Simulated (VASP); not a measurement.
A run of VASP 6.6.1 is set up as follows.

The input INCAR:

```
SYSTEM = Cu3Au13
PREC = Accurate
ENCUT = 520
EDIFF = 1E-6
ISMEAR = -1
SIGMA = 0.1206
LREAL = Auto
LASPH = .TRUE.
NELM = 60
ALGO = Normal
ISIF = 2
LWAVE = .FALSE.
LCHARG = .FALSE.
GGA = PE
NBANDS = 102
ISYM = 0
```

File KPOINTS:

```
Automatic mesh
0
Gamma
  1 1 1
  0.25 0.25 0.25
```

Contents of POSCAR:

```
Cu3Au13
1.0
    6.6859480000      0.0855830000     -0.0615900000
    0.0855830000      6.6105530000     -0.0078460000
   -0.0615900000     -0.0078460000      6.5441010000
Au Cu
13 3
Direct
    0.2175138304      0.4518505873      0.4864570239
    0.2677199707      0.4696420817      0.9524789860
    0.7123302061      0.9029288380      0.0367442063
    0.8426959540      0.4941832272      0.3734211934
    0.0662123582      0.1300650385      0.2284581961
    0.1970094618      0.8708089265      0.5325289417
    0.3333609818      1.0203357554      0.9078029598
    0.6731384423      0.3607000317      0.0217797141
    0.7587911244      0.9635740162      0.4823762878
    0.9020616340      0.5806807322      0.7857375669
    0.9754665597      0.1620226372      0.7415989171
    0.4299885922      0.1177064835      0.3151492501
    0.4179371676      0.6688980204      0.2449824543
    0.5645217635      0.2357674706      0.6738243690
    0.5458760646      0.6905582472      0.7375227899
    0.0857780041      0.7565640771      0.0817064206
```

Potentials or basis: VASP PAW PBE potentials, release 64 (Au, Cu).

The run is started by

```console
$ cat potpaw_PBE.64/Au/POTCAR potpaw_PBE.64/Cu/POTCAR > POTCAR
$ mpirun -np 1 vasp_std > vasp.out
```

Q: What does it give for the largest force?

A: 3.284 eV/Å.

Q: What does it give for the pressure?

A: 3.4 GPa.

Q: Predict the band gap on the k mesh.

A: 0.37 eV.

Stress tensor (GPa, compression positive):
```
 6.64  0.97  3.37
 0.97  4.95  3.61
 3.37  3.61 -1.48
```

Caveat: the k points lie up to 0.96 Å⁻¹ apart; spin-orbit coupling is left out, which moves the levels of the heavy elements.
